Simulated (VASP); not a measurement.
The system is CsTlH4.

```
Cs Tl H
1.0
     4.94105    0.00000    0.00000
     0.00000    4.94105    0.00000
     0.00000    0.00000    6.98770
Cs Tl H
1 1 4
Direct
  0.50000 0.50000 0.50000
  0.00000 0.00000 0.00000
  0.50000 0.00000 0.25000
  0.00000 0.50000 0.75000
  0.50000 0.00000 0.75000
  0.00000 0.50000 0.25000
```

- Program: VASP 6.6.1
- Task: relaxation of cell and atoms
- Functional: PBE
- Potentials or basis: VASP PAW PBE potentials, release 64 (Cs_sv, Tl_d, H)
- Cutoff: 600 eV
- k mesh: 4 × 4 × 4
- Occupations: gaussian, width 0.1 eV
- Spin: no spin polarisation

At the start: pressure -2.7 GPa; volume 28.43 Å³/atom.

Question: How do energy, volume and symmetry change on relaxing?

Answer: Over 12 steps the energy falls by 343.7 meV/atom and the volume is 16.97 Å³/atom (-40.3 %); space group P4/mmm (No. 123, to 0.1 Å) before and after.

Step by step:
```
step  energy change (eV)  largest force (eV/Å)  pressure (GPa)  volume (Å³)
   1              0.0000                0.4265           -2.67       170.60
   2             -0.2312                0.4907           -2.75       159.15
   3             -0.8898                0.6353           -2.47       127.90
   4             -0.7954                0.6640           10.91        78.22
   5             -1.2079                0.6867           -0.93       107.48
   6             -1.2391                0.6958            2.90        92.22
   7             -1.2688                0.6962            1.06        97.85
   8             -1.5513                0.5711            2.24        93.50
   9             -1.3884                0.5493           11.08        80.72
  10             -1.7382                0.2601            4.13        88.99
  11             -1.9970                0.0932            1.63        95.47
  12             -2.0625                0.0190            0.18       101.81
```

Final structure:
```
Cs Tl H
1.0
     3.92220    0.00000    0.00000
     0.00000    3.92220    0.00000
     0.00000    0.00000    6.61781
Cs Tl H
1 1 4
Direct
  0.50000 0.50000 0.50000
  0.00000 0.00000 0.00000
  0.50000 0.00000 0.16957
  0.00000 0.50000 0.83043
  0.50000 0.00000 0.83043
  0.00000 0.50000 0.16957
```

Caveat: the volume moved by over 15 % at a fixed basis, so the end points are rough.
